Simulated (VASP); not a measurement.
# I (Fd-3m) in VASP: notebook

Runs on I. Level: PBE. Tasks: relaxation of cell and atoms.

All numbers are computed with VASP 6.6.1; they aren't measurements. Logs are shortened: lines on timing, memory, paths and dates and some standing lists are left out, and cuts for length are marked.

### 1 The cell of the first run

It takes space group Fd-3m (No. 227, cubic). The conventional cell has a = 6.990 Å, b = 6.990 Å, c = 6.990 Å, α = 90.00°, β = 90.00°, γ = 90.00°. Within 4.0 Å of I (site symmetry -43m) lie 4 I at 3.03 Å.

### 2 Relaxation of cell and atoms, PBE

INCAR

```
ALGO = Normal
EDIFF = 1E-6
EDIFFG = -0.01
ENCUT = 600
GGA = PE
IBRION = 2
ISIF = 3
ISMEAR = -1
LASPH = T
LCHARG = F
LREAL = F
LWAVE = F
NELM = 100
NSW = 80
PREC = Accurate
SIGMA = 0.05
```

KPOINTS

```
k-points
0
Gamma
  10 10 10
```

POSCAR

```
I
1.0
    0.0000000000      3.4950000000      3.4950000000
    3.4950000000      0.0000000000      3.4950000000
    3.4950000000      3.4950000000      0.0000000000
I
2
Direct
    0.0000000000      0.0000000000      0.0000000000
    0.2500000000      0.2500000000      0.2500000000
```

Potentials or basis: VASP PAW PBE potentials, release 64 (I).

Command:

```sh
$ cat potpaw_PBE.64/I/POTCAR > POTCAR
$ mpirun -np 1 vasp_std > vasp.out
```

OUTCAR:

```text
EDIFF = 1E-6
   EDIFFG = -0.01
   ENCUT = 600
   GGA = PE
   IBRION = 2
   ISIF = 3
   ISMEAR = -1
   LASPH = T
   LREAL = F
   NELM = 100
   NSW = 80
   PREC = Accurate

 ion  position               nearest neighbor table
   1  0.000  0.000  0.000-   2 3.03   2 3.03   2 3.03   2 3.03
   2  0.250  0.250  0.250-   1 3.03   1 3.03   1 3.03   1 3.03

  LATTYP: Found a face centered cubic cell.
 ALAT       =     6.9900000000

  Lattice vectors:

 A1 = (   0.0000000000,   3.4950000000,   3.4950000000)
 A2 = (   3.4950000000,   0.0000000000,   3.4950000000)
 A3 = (   3.4950000000,   3.4950000000,   0.0000000000)

Analysis of symmetry for initial positions (statically):
=====================================================================
 Subroutine PRICEL returns:
 Original cell was already a primitive cell.

 Routine SETGRP: Setting up the symmetry group for a
 face centered cubic supercell.

 Subroutine GETGRP returns: Found 48 space group operations
 (whereof 24 operations were pure point group operations)
 out of a pool of 48 trial point group operations.

The static configuration has the point symmetry T_d .
 The point group associated with its full space group is O_h .

Analysis of symmetry for dynamics (positions and initial velocities):
=====================================================================
 Subroutine PRICEL returns:
 Original cell was already a primitive cell.

 Routine SETGRP: Setting up the symmetry group for a
 face centered cubic supercell.

 Subroutine GETGRP returns: Found 48 space group operations
 (whereof 24 operations were pure point group operations)
 out of a pool of 48 trial point group operations.

The dynamic configuration has the point symmetry T_d .
 The point group associated with its full space group is O_h .

 Subroutine INISYM returns: Found 48 space group operations
 (whereof 24 operations are pure point group operations),
 and found     1 'primitive' translations

----------------------------------------------------------------------------------------

                                     Primitive cell

  volume of cell :      85.3830

  direct lattice vectors                    reciprocal lattice vectors
     0.000000000  3.495000000  3.495000000    -0.143061516  0.143061516  0.143061516
     3.495000000  0.000000000  3.495000000     0.143061516 -0.143061516  0.143061516
     3.495000000  3.495000000  0.000000000     0.143061516  0.143061516 -0.143061516

  length of vectors
     4.942676400  4.942676400  4.942676400     0.247789815  0.247789815  0.247789815

  position of ions in fractional coordinates (direct lattice)
     0.000000000  0.000000000  0.000000000
     0.250000000  0.250000000  0.250000000

  ion indices of the primitive-cell ions
   primitive index   ion index
                 1           1
                 2           2

----------------------------------------------------------------------------------------

 KPOINTS: k-points

Automatic generation of k-mesh.
 Grid dimensions read from file:
 generate k-points for:   10   10   10

 Generating k-lattice:

  Cartesian coordinates                     Fractional coordinates (reciprocal lattice)
    -0.014306152  0.014306152  0.014306152     0.100000000  0.000000000  0.000000000
     0.014306152 -0.014306152  0.014306152     0.000000000  0.100000000  0.000000000
     0.014306152  0.014306152 -0.014306152     0.000000000  0.000000000  0.100000000

  Length of vectors
     0.024778982  0.024778982  0.024778982

  Shift w.r.t. Gamma in fractional coordinates (k-lattice)
     0.000000000  0.000000000  0.000000000

 Subroutine IBZKPT returns following result:
 ===========================================

 Found     47 irreducible k-points:

 Following reciprocal coordinates:
            Coordinates               Weight
  0.000000  0.000000  0.000000      1.000000
  0.100000  0.000000  0.000000      8.000000
  0.200000  0.000000  0.000000      8.000000
  0.300000  0.000000  0.000000      8.000000
  0.400000  0.000000  0.000000      8.000000
  0.500000  0.000000  0.000000      4.000000
[... 16 lines left out ...]
  0.300000  0.300000  0.000000      6.000000
  0.400000  0.300000  0.000000     24.000000
 [... further k-points ...]
   k-points           NKPTS =     47   k-points in BZ     NKDIM =     47   number of bands    NBANDS=     11
   number of dos      NEDOS =    301   number of ions     NIONS =      2
   total plane-waves  NPLWV =  64000
   dimension x,y,z NGX =    40 NGY =   40 NGZ =   40
   dimension x,y,z NGXF=    80 NGYF=   80 NGZF=   80
   ions per type =               2
   NGX,Y,Z   is equivalent  to a cutoff of  13.45, 13.45, 13.45 a.u.
   NGXF,Y,Z  is equivalent  to a cutoff of  26.91, 26.91, 26.91 a.u.
 SYSTEM =  unknown system
   PREC   = accura    normal or accurate (medium, high low for compatibility)
   ISTART =      0    job   : 0-new  1-cont  2-samecut
   ICHARG =      2    charge: 1-file 2-atom 10-const
   ISPIN  =      1    spin polarized calculation?
   LNONCOLLINEAR =      F non collinear calculations
   LSORBIT =      F    spin-orbit coupling
   LASPH  =      T    aspherical Exc in radial PAW
   ENCUT  =  600.0 eV  44.10 Ry    6.64 a.u.   9.87  9.87  9.87*2*pi/ulx,y,z
   NELM   =    100;   NELMIN=  2; NELMDL= -5     # of ELM steps
   EDIFF  = 0.1E-05   stopping-criterion for ELM
   LREAL  =      F    real-space projection
   EDIFFG = -.1E-01   stopping-criterion for IOM
   NSW    =     80    number of steps for IOM
   IBRION =      2    ionic relax: 0-MD 1-quasi-New 2-CG
   NFREE  =      1    steps in history (QN), initial steepest desc. (CG)
   ISIF   =      3    stress and relaxation
   ISYM   =      2    0-nonsym 1-usesym 2-fastsym
   POTIM  = 0.5000    time-step for ionic-motion
   TEBEG  =    0.0;   TEEND  =   0.0 temperature during run
   PSTRESS=    0.0 pullay stress
   NELECT =      14.0000    total number of electrons
   NUPDOWN=      -1.0000    fix difference up-down
   EMIN   =  10.00;   EMAX   =-10.00  energy-range for DOS
   EFERMI =   0.00;   METHOD = LEGACY
   ISMEAR =    -1;   SIGMA  =   0.05  broadening in eV -4-tet -1-fermi 0-gaus
   EFERMI_NEDOS =   21; number of points for ismear=-14 and -15
   IALGO  =     38    algorithm
   IMIX   =      4    mixing-type and parameters
     AMIX     =   0.40;   BMIX     =  1.00
     AMIX_MAG =   1.60;   BMIX_MAG =  1.00
  volume/ion in A,a.u.               =      42.69       288.10
  Fermi-wavevector in a.u.,A,eV,Ry     =   0.896039  1.693269 10.923930  0.802886
  Thomas-Fermi vector in A             =   2.018447
   LORBIT       =      0    0 simple, 1 ext, 2 COOP (PROOUT), +10 PAW based schemes
   GGA     = PE    functional components
   LHFCALC =     F    Hartree Fock is set to
   AEXX    =    0.0000 exact exchange contribution
   IVDW    =     0    specifies the selected vdW correction
   LEPSILON=     F    determine dielectric tensor
   LRPA    =     F    only Hartree local field effects (RPA)
 conjugate gradient relaxation of ions
 non-spin polarized calculation
  energy-cutoff  :      600.00
  volume of cell :       85.38
 maximum number of plane-waves:      2884
   NGX = 19   NGY = 19   NGZ = 19

--------------------------------------- Ionic step        1  -------------------------------------------

 number of electron      14.0000000 magnetization

 Free energy of the ion-electron system (eV)
  ---------------------------------------------------
  ext. energy  EPLUGINS =         0.00000000
  ---------------------------------------------------
  free energy    TOTEN  =        -1.25638882 eV

  energy without entropy =       -1.23312224  energy(sigma->0) =       -1.24475553

------------------------ aborting loop because EDIFF is reached ----------------------------------------

  FORCE on cell =-STRESS in cart. coord.  units (eV):
  Direction    XX          YY          ZZ          XY          YZ          ZX
  --------------------------------------------------------------------------------------
  -------------------------------------------------------------------------------------
  Total        4.7396072      4.7396072      4.7396072      0.0000000      0.0000000      0.0000000
  in kB       88.9367786     88.9367786     88.9367786      0.0000000      0.0000000      0.0000000
  external PRESSURE =      88.9367786 kB  Pullay stress =       0.0000000 kB
[... 93 lines left out ...]
  energy  without entropy=       -1.9176827304  energy(sigma->0) =       -1.93928792

--------------------------------------- Ionic step        4  -------------------------------------------

 number of electron      13.9999999 magnetization

 Free energy of the ion-electron system (eV)
  ---------------------------------------------------
  ext. energy  EPLUGINS =         0.00000000
  ---------------------------------------------------
  free energy    TOTEN  =        -1.96127875 eV

  energy without entropy =       -1.91879928  energy(sigma->0) =       -1.94003902

 E-fermi :   0.3156     XC(G=0):  -6.4150

 val. band max:        0.3029487533   @ k =  -0.4000   0.1000   0.0000
 cond. band min:       0.3197604674   @ k =   0.5000   0.1000   0.0000
 fundamental gap:      0.0168117141
 Fermi energy:         0.3156182534

 k-point     1 :       0.0000    0.0000    0.0000
  band No.  band energies     occupation
      1     -12.5511      2.00000
      2     -10.7184      2.00000
      3      -2.2209      2.00000
      4      -2.2209      2.00000
      5      -2.2209      2.00000
      6      -0.5152      2.00000
      7      -0.5152      2.00000
      8      -0.5152      2.00000
      9       4.7618      0.00000
     10       7.2590      0.00000
     11       7.2590      0.00000
[... 309 lines left out ...]
 k-point    24 :       0.4000    0.3000    0.0000
  band No.  band energies     occupation
      1     -12.1106      2.00000
      2     -11.3135      2.00000
      3      -2.8353      2.00000
      4      -2.7880      2.00000
      5      -1.6823      2.00000
      6      -0.9962      2.00000
      7       0.4144      0.24348
      8       0.4445      0.14131
      9       5.8407      0.00000
     10       6.4543      0.00000
     11       8.1766      0.00000

 [... further k-points ...]

------------------------ aborting loop because EDIFF is reached ----------------------------------------

  FORCE on cell =-STRESS in cart. coord.  units (eV):
  Direction    XX          YY          ZZ          XY          YZ          ZX
  --------------------------------------------------------------------------------------
  -------------------------------------------------------------------------------------
  Total       -0.0028599     -0.0028599     -0.0028599     -0.0000000      0.0000000      0.0000000
  in kB       -0.0379459     -0.0379459     -0.0379459     -0.0000000      0.0000000      0.0000000
  external PRESSURE =      -0.0379459 kB  Pullay stress =       0.0000000 kB
[... 17 lines left out ...]
  FREE ENERGIE OF THE ION-ELECTRON SYSTEM (eV)
  ---------------------------------------------------
  free  energy   TOTEN  =        -1.9612787536 eV

  energy  without entropy=       -1.9187992765  energy(sigma->0) =       -1.94003902

 reached required accuracy - stopping structural energy minimisation
```

Run time: 2.8 min. Hardware: 1 thread of Intel Xeon Platinum 8375C at 2.90GHz (Ice Lake), shared host; peak memory 0.26 GiB.

What came out:

| Item | Value |
| --- | --- |
| Free energy | -1.9613 eV |
| Relaxed volume | 60.38 Å³/atom |
| Relaxed cell | a = 5.548 Å, b = 5.548 Å, c = 5.548 Å, α = 60.00°, β = 60.00°, γ = 60.00° |
| Space group after relaxing (to 0.05 Å) | Fd-3m (No. 227) |
| Energy gained by relaxing | 352.4 meV/atom |
| Ionic steps | 4 |
| Pressure after relaxing | 0.0 GPa |
| Band gap on the k mesh | zero (band 7 reaches 0.66 eV, above the bottom of band 8 at -0.52 eV) |

The path:
| step | energy change (eV) | largest force (eV/Å) | pressure (GPa) | volume (Å³) |
| --- | --- | --- | --- | --- |
| 1 | 0.0000 | 0.0000 | 8.89 | 85.38 |
| 2 | -0.7029 | 0.0000 | 0.25 | 118.14 |
| 3 | -0.7045 | 0.0000 | -0.10 | 121.88 |
| 4 | -0.7049 | 0.0000 | 0.00 | 120.75 |

Final structure:
```
I
1.0
     0.00000    3.92305    3.92305
     3.92305    0.00000    3.92305
     3.92305    3.92305    0.00000
I
2
Direct
  0.00000 0.00000 0.00000
  0.25000 0.25000 0.25000
```

Caveat: the volume moved by over 15 % at a fixed basis, so the end points are rough; spin-orbit coupling is left out, which moves the levels of the heavy elements.

### 3 Relaxation of cell and atoms, PBE, target pressure 15 GPa, at which the enthalpy is minimised

INCAR

```
SYSTEM = I
PREC     = Accurate       ! precision mode
ENCUT    = 600            ! plane-wave cutoff, eV
EDIFF    = 1E-6           ! SCF threshold, eV
ISMEAR   = -1             ! smearing method
SIGMA    = 0.05           ! smearing width, eV
LREAL    = .FALSE.        ! projectors in reciprocal space
LASPH    = .TRUE.         ! aspherical terms in the spheres
NELM     = 100            ! most SCF steps
ALGO     = Normal         ! electronic algorithm
ISIF     = 3              ! what is computed and relaxed
LWAVE    = .FALSE.        ! write WAVECAR
LCHARG   = .FALSE.        ! write CHGCAR
GGA      = PE             ! functional
IBRION   = 2              ! ionic algorithm
NSW      = 80             ! ionic steps
EDIFFG   = -0.01          ! ionic threshold
PSTRESS  = 150.0
```

KPOINTS

```
regular mesh
0
G
  10 10 10
  0 0 0
```

POSCAR is that of step 2.

Potentials or basis: VASP PAW PBE potentials, release 64 (I).

Command:

```sh
$ cat potpaw_PBE.64/I/POTCAR > POTCAR
$ mpirun -np 1 vasp_std > vasp.out
```

OUTCAR:

```text
SYSTEM = I
   PREC = Accurate
   ENCUT = 600
   EDIFF = 1E-6
   ISMEAR = -1
   LREAL = .FALSE.
   LASPH = .TRUE.
   NELM = 100
   ISIF = 3
   GGA = PE
   IBRION = 2
   NSW = 80
   EDIFFG = -0.01
   PSTRESS = 150.0

 ion  position               nearest neighbor table
   1  0.000  0.000  0.000-   2 3.03   2 3.03   2 3.03   2 3.03
   2  0.250  0.250  0.250-   1 3.03   1 3.03   1 3.03   1 3.03

  LATTYP: Found a face centered cubic cell.
 ALAT       =     6.9900000000

  Lattice vectors:

 A1 = (   0.0000000000,   3.4950000000,   3.4950000000)
 A2 = (   3.4950000000,   0.0000000000,   3.4950000000)
 A3 = (   3.4950000000,   3.4950000000,   0.0000000000)

Analysis of symmetry for initial positions (statically):
=====================================================================
 Subroutine PRICEL returns:
[... 219 lines left out ...]

 k-point     1 :       0.0000    0.0000    0.0000
  band No.  band energies     occupation
      1     -10.1832      2.00000
      2      -3.8666      2.00000
      3       1.4183      2.00000
      4       1.4183      2.00000
      5       1.4183      2.00000
      6       4.4104      2.00000
      7       4.4104      2.00000
      8       4.4104      2.00000
      9       9.9601      0.00000
     10      12.0530      0.00000
     11      12.0530      0.00000
[... 397 lines left out ...]
--------------------------------------- Ionic step        4  -------------------------------------------

 number of electron      13.9999999 magnetization

 Free energy of the ion-electron system (eV)
  ---------------------------------------------------
  ext. energy  EPLUGINS =         0.00000000
  ---------------------------------------------------
  free energy    TOTEN  =        -0.61075198 eV

  energy without entropy =       -0.59020049  energy(sigma->0) =       -0.60047624

 E-fermi :   5.0123     XC(G=0):  -8.2454

 val. band max:        5.0083463893   @ k =  -0.2000   0.3000   0.1000
 cond. band min:       5.0204249215   @ k =   0.4000   0.2000   0.0000
 fundamental gap:      0.0120785322
 Fermi energy:         5.0123448454

 k-point     1 :       0.0000    0.0000    0.0000
  band No.  band energies     occupation
      1     -10.7544      2.00000
      2      -5.8635      2.00000
      3       0.3910      2.00000
      4       0.3910      2.00000
      5       0.3910      2.00000
      6       3.0847      2.00000
      7       3.0847      2.00000
      8       3.0847      2.00000
      9       8.5601      0.00000
     10      10.7035      0.00000
     11      10.7035      0.00000
[... 355 lines left out ...]
  energy  without entropy=       -0.5902004948  energy(sigma->0) =       -0.60047624

  enthalpy is  TOTEN    =         6.5544220647 eV   P V=        7.1651740407

 reached required accuracy - stopping structural energy minimisation
```

OSZICAR:

```text
N       E                     dE             d eps       ncg     rms          rms(c)
DAV:   1     0.729132416688E+02    0.72913E+02   -0.55560E+03  1034   0.111E+03
[... 38 lines left out ...]
DAV:  12    -0.631779158570E+00    0.18408E-06   -0.21523E-08   517   0.134E-03
   3 F= 0.65545936E+01 E0= 0.65649008E+01  d E =-.182798E+00
       N       E                     dE             d eps       ncg     rms          rms(c)
DAV:   1    -0.611186627767E+00    0.20593E-01   -0.86018E-03  1034   0.510E-01    0.110E-01
DAV:   2    -0.610867669747E+00    0.31896E-03   -0.39157E-04  1034   0.133E-01    0.515E-02
DAV:   3    -0.610751411599E+00    0.11626E-03   -0.32257E-04  1037   0.963E-02    0.781E-02
DAV:   4    -0.610751976032E+00   -0.56443E-06   -0.53980E-06  1202   0.186E-02
   4 F= 0.65544221E+01 E0= 0.65646978E+01  d E =-.182969E+00
```

It took 2.1 min on 1 thread of Intel Xeon Platinum 8375C at 2.90GHz (Ice Lake), shared host; peak memory 0.26 GiB.

What came out:

```
Free energy                                            : -0.6108 eV
Relaxed volume                                         : 38.27 Å³/atom
Relaxed cell                                           : a = 4.766 Å, b = 4.766 Å, c = 4.766 Å, α = 60.00°, β = 60.00°, γ = 60.00°
Space group after relaxing (to 0.05 Å)                 : Fd-3m (No. 227)
Energy change on relaxing (the enthalpy is what falls) : +322.8 meV/atom
Ionic steps                                            : 4
Pressure after relaxing                                : 15.0 GPa
Band gap on the k mesh                                 : zero (band 7 reaches 5.93 eV, above the bottom of band 8 at 3.08 eV)
```

Step by step:
```
step  energy change (eV)  largest force (eV/Å)  pressure (GPa)  volume (Å³)
   1              0.0000                0.0000            8.89        85.38
   2              1.8631                0.0000           26.21        66.81
   3              0.6246                0.0000           14.78        76.76
   4              0.6456                0.0000           14.97        76.53
```

Final structure:
```xyz
2
Lattice="0.0000 3.3698 3.3698 3.3698 0.0000 3.3698 3.3698 3.3698 0.0000" Properties=species:S:1:pos:R:3 pbc="T T T"
I     0.0000    3.3698    3.3698
I     1.6849    1.6849    1.6849
```

Caveat: the cell is relaxed towards a set pressure, so the enthalpy falls and the energy may rise; spin-orbit coupling is left out, which moves the levels of the heavy elements.

[end of part 1 of 2]
